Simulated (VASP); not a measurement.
A run of VASP 6.6.1:

Contents of INCAR:

```
ALGO = Normal
EDIFF = 1E-6
ENCUT = 520
GGA = PE
ISIF = 2
ISMEAR = -1
LASPH = T
LCHARG = F
LREAL = F
LWAVE = F
NBANDS = 8
NELM = 100
PREC = Accurate
SIGMA = 0.05
```

The input KPOINTS:

```
k-points
0
Gamma
  17 17 17
```

Contents of POSCAR:

```
Si
1.0
   -1.2627199212      1.2627199212      1.2627199212
    1.2627199212     -1.2627199212      1.2627199212
    1.2627199212      1.2627199212     -1.2627199212
Si
1
Direct
    0.0000000000      0.0000000000      0.0000000000
```

Potentials or basis: VASP PAW PBE potentials, release 64 (Si).

Run with:

```console
$ cat potpaw_PBE.64/Si/POTCAR > POTCAR
$ mpirun -np 1 vasp_std > vasp.out
```

Hardware: 1 thread of Intel(R) Xeon(R) 6975P-C (Granite Rapids), with other jobs on the host.

Task: Estimate the wall time of this run.

Result: It took 2.4 s on 1 thread of Intel(R) Xeon(R) 6975P-C (Granite Rapids) (shared host), peak memory 0.11 GiB. Counts: scf iterations 10, k points 165.
